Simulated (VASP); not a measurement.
Write the native input for VASP 6.6.1 that does the following.

* Task: single point
* Functional: PBEsol
* Potentials or basis: VASP PAW PBE potentials, release 64 (C_h)
* Cutoff: 1300 eV
* k mesh: 9 × 9 × 6
* Occupations: gaussian, width 0.02 eV
* Spin: no spin polarisation
* Dipole correction: no
* Further INCAR settings: ALGO = Normal; EDIFF = 1e-06; NBANDS = 16

The structure of C lies in POSCAR:

```
C
1.0
    2.4990941174      0.0000000000      0.0000000000
   -1.2495470587      2.1642789922      0.0000000000
    0.0000000000      0.0000000000      4.1189829179
C
4
Direct
    0.3333333333      0.6666666667     -0.0002589786
    0.6666666667      0.3333333333      0.4997410214
    0.3333333333      0.6666666667      0.3742589786
    0.6666666667      0.3333333333      0.8742589786
```

This cell differs from its parent crystal: strained cell.

The input as run:

INCAR

```
SYSTEM = C
  PREC = Accurate
  ENCUT = 1300
  EDIFF = 1E-6
  ISMEAR = 0
  SIGMA = 0.02
  LREAL = .False.
  LASPH = .True.
  NELM = 120
  ALGO = Normal
  ISIF = 2
  LWAVE = .False.
  LCHARG = .True.
  GGA = PS
  LELF = .True.
  LVHAR = .True.
  NBANDS = 16
  GGA_COMPAT = .False.
```

KPOINTS

```
Automatic mesh
0
Gamma
  9 9 6
  0 0 0
```

Potentials or basis: VASP PAW PBE potentials, release 64 (C_h).

The run is started by

```bash
$ cat potpaw_PBE.64/C_h/POTCAR > POTCAR
$ mpirun -np 1 vasp_std > vasp.out
```

Results of the run:

```
Pressure               : 4.8 GPa
Band gap on the k mesh : 3.03 eV (least direct gap 4.81 eV)
```

Caveat: the cell differs from its parent crystal (strained cell); the stress differs along the axes, from 0 to 14 GPa; the PAW data sets were made with another functional, which shifts forces and pressure a little.

Run time: 23 s on 1 thread of Intel(R) Xeon(R) 6975P-C (Granite Rapids), with other jobs on the host, peak memory 0.21 GiB.
